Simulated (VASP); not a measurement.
Set up this calculation in VASP 6.6.1, as the native input.

```
Task                   : relaxation of cell and atoms
Functional             : PBEsol
Potentials or basis    : VASP PAW PBE potentials, release 64 (Mg, O)
Cutoff                 : 600 eV
k mesh                 : 11 × 11 × 11
Occupations            : fermi-dirac, width 0.05 eV
Spin                   : no spin polarisation
Target pressure        : 5 GPa
Dipole correction      : no
Further INCAR settings : ALGO = Normal; EDIFF = 1e-06; IBRION = 2; EDIFFG = -0.01; NSW = 80; ISIF = 3
```

The structure of MgO lies in POSCAR:

```
MgO
1.0
    0.0000000000      2.0970013927      2.0970013927
    2.0970013927      0.0000000000      2.0970013927
    2.0970013927      2.0970013927      0.0000000000
Mg O
1 1
Direct
    0.0000000000      0.0000000000      0.0000000000
    0.5000000000      0.5000000000      0.5000000000
```

These files were run (other wordings do the same):

INCAR

```
SYSTEM = MgO
PREC = Accurate ; ENCUT = 600
EDIFF = 1E-6 ; ISMEAR = -1
SIGMA = 0.05 ; LREAL = .FALSE.
LASPH = .TRUE. ; NELM = 60
ALGO = Normal ; ISIF = 3
LWAVE = .FALSE. ; LCHARG = .FALSE.
GGA = PS ; IBRION = 2
NSW = 80 ; EDIFFG = -0.01
PSTRESS = 50.0
```

KPOINTS

```
Automatic mesh
0
G
  11 11 11
  0 0 0
```

Potentials or basis: VASP PAW PBE potentials, release 64 (Mg, O).

Run with:

```console
$ cat potpaw_PBE.64/Mg/POTCAR potpaw_PBE.64/O/POTCAR > POTCAR
$ mpirun -np 1 vasp_std > vasp.out
```

Results of the run:

The relaxed volume is 9.04 Å³/atom. The relaxed cell is a = 2.947 Å, b = 2.947 Å, c = 2.947 Å, α = 60.00°, β = 60.00°, γ = 60.00°, the space group after relaxing (to 0.05 Å) is Fm-3m (No. 225) and the energy change on relaxing (the enthalpy is what falls) is +3.6 meV/atom. The ionic steps are 3 and the pressure after relaxing is 5.0 GPa. The band gap on the k mesh is 4.95 eV, direct.

Caveat: the cell is relaxed towards a set pressure, so the enthalpy falls and the energy may rise; the PAW data sets were made with another functional, which shifts forces and pressure a little.

Wall time 28 s on 1 thread of Intel Xeon 8259CL, with other jobs on the host, peak memory 0.15 GiB.
